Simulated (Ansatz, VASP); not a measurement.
# Y3Te2Se: VASP beside Ansatz

```
Se Y Te
1.0
     4.18552    0.00000    0.00000
    -2.09276    3.62476    0.00000
     0.00000    0.00000   10.42848
Se Y Te
1 3 2
Direct
  0.00000 0.00000 0.00000
  0.00000 0.00000 0.50000
  0.66667 0.33333 0.14283
  0.33333 0.66667 0.85717
  0.33333 0.66667 0.32359
  0.66667 0.33333 0.67641
```

Alike in both runs: functional PBEsol; k mesh 12 × 12 × 4; occupations gaussian, width 0.1 eV; no spin polarisation.

Ansatz relaxed the structure, and its values are those at the end. VASP's run is a single point on that final structure, the one shown.

```csv
,VASP,Ansatz
version,VASP 6.6.1,Ansatz 0.2.0
potentials or method,"VASP PAW PBE potentials, release 64 (Se, Y_sv, Te), cutoff 520 eV","scalar-relativistic, plane waves, PAW"
valence electrons in the cell,51,81
```

|  | VASP | Ansatz | Ansatz less VASP |
| --- | --- | --- | --- |
| gap on the k mesh at the Fermi level (eV) | none | none | - |
| pressure (GPa) | 0.0 | 0.0 | -0.05 |

VASP's potentials were made for PBE, not for PBEsol. A gap of «none» marks a metal or a gap that the smearing closes. With one functional, cell and mesh, what is left measures potentials, basis and numerics. VASP's potentials hold 51 valence electrons a cell and Ansatz's 81, so a difference there can come from the potentials and not from the codes.

Neither program's run includes spin-orbit coupling.
